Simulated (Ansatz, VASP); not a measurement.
# HfSi: VASP beside Ansatz

File INCAR:

```
SYSTEM = HfSi
PREC = Accurate ; ENCUT = 600
EDIFF = 1E-6 ; ISMEAR = 0
SIGMA = 0.1 ; LREAL = .FALSE.
LASPH = .TRUE. ; NELM = 80
ALGO = Fast ; ISIF = 3
LWAVE = .FALSE. ; LCHARG = .FALSE.
GGA = PS ; IBRION = 2
NSW = 100 ; EDIFFG = -0.005
```

Contents of KPOINTS:

```
Automatic mesh
0
G
  6 10 8
  0 0 0
```

Contents of POSCAR:

```
HfSi
1.0
    6.8349233972      0.0000000000      0.0000000000
    0.0000000000      3.7503066674      0.0000000000
    0.0000000000      0.0000000000      5.2037467114
Hf Si
4 4
Direct
    0.1752403860      0.2500000000      0.1256985180
    0.3247596140      0.7500000000      0.6256985180
    0.6752403860      0.2500000000      0.3743014820
    0.8247596140      0.7500000000      0.8743014820
    0.0431639809      0.2500000000      0.6408254511
    0.4568360191      0.7500000000      0.1408254511
    0.5431639809      0.2500000000      0.8591745489
    0.9568360191      0.7500000000      0.3591745489
```

Input for Ansatz:

```yaml
crystal:
  lattice:
    - [6.8349233903, 0.0, 0.0]
    - [0.0, 3.7503066649, 0.0]
    - [0.0, 0.0, 5.203746716]
  atoms:
    - { symbol: Hf, position: [0.1752403848, 0.25, 0.1256985167] }
    - { symbol: Hf, position: [0.3247596152, 0.75, 0.6256985167] }
    - { symbol: Hf, position: [0.6752403848, 0.25, 0.3743014833] }
    - { symbol: Hf, position: [0.8247596152, 0.75, 0.8743014833] }
    - { symbol: Si, position: [0.0431639814, 0.25, 0.6408254509] }
    - { symbol: Si, position: [0.4568360186, 0.75, 0.1408254509] }
    - { symbol: Si, position: [0.5431639814, 0.25, 0.8591745491] }
    - { symbol: Si, position: [0.9568360186, 0.75, 0.3591745491] }
basis:
  ecutwfc: 420
kpoints:
  mp_grid: { grid: [6, 10, 8] }
hamiltonian:
  xc: pbesol
scf:
  occupations: { method: gaussian, width: 0.1 }
output:
  forces: true
  stress: true
  eigenvalues: true
relax:
  adjacent_minimum: "off"
  f_tol: 0.005
  max_steps: 80
  cell: { stress_tol: 0.05 }
```

Alike in both runs: task relaxation of cell and atoms; functional PBEsol; k mesh 6 × 10 × 8; occupations gaussian, width 0.1 eV; no spin polarisation.

|  | VASP | Ansatz |
| --- | --- | --- |
| version | VASP 6.6.1 | Ansatz 0.2.0 |
| potentials or method | VASP PAW PBE potentials, release 64 (Hf_pv, Si), cutoff 600 eV | scalar-relativistic, plane waves, PAW |
| valence electrons in the cell | 56 | 120 |

|  | VASP | Ansatz | Ansatz less VASP |
| --- | --- | --- | --- |
| gap on the k mesh at the Fermi level, each at its own relaxed structure (eV) | none | none | - |
| relaxed volume (Å³/atom) | 16.68 | 16.68 | -0.007 |
| relaxed length of the cell vector where the two differ most in proportion (Å) | 6.824 | 6.822 | -0.0027 |

VASP's potentials were made for PBE, not for PBEsol. A gap of «none» marks a metal or a gap that the smearing closes. VASP's potentials hold 56 valence electrons a cell and Ansatz's 120, so a difference there can come from the potentials and not from the codes.

Spin-orbit coupling is off throughout.
